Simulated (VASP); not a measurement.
Runs of VASP 6.6.1 on Si2Mo. The structure is that of space group P6_222 (No. 180), or close to it. The cells are those of the table. 

| cell | gap on the mesh (eV) | pressure (GPa) |
| --- | --- | --- |
| a = 4.776, b = 4.776, c = 6.783 Å, angles 90.0, 90.0, 120.0°, 9 atoms | (a) | -15.7 |
| a = 4.662, b = 4.662, c = 6.666 Å, angles 90.0, 90.0, 120.0°, 9 atoms | 0.07 | -5.6 |
| a = 4.585, b = 4.585, c = 6.580 Å, angles 90.0, 90.0, 120.0°, 9 atoms | (b) | 3.7 |
| a = 4.613, b = 4.613, c = 6.609 Å, angles 90.0, 90.0, 120.0°, 9 atoms | 0.06 | (c) |
| a = 4.711, b = 4.711, c = 6.718 Å, angles 90.0, 90.0, 120.0°, 9 atoms | 0.07 | -10.4 |

Alike in all rows: task single point; level PBE; potentials or basis VASP PAW PBE potentials, release 64 (Si, Mo_sv); no spin polarisation; k mesh 12 × 12 × 6; cutoff (eV) 520; smearing gaussian 0.01 eV.

Estimate the missing entries.

(a) 0.08; (b) 0.05; (c) 0.2.

A k mesh can miss the band edges, and the runs leave out spin-orbit coupling on Mo.
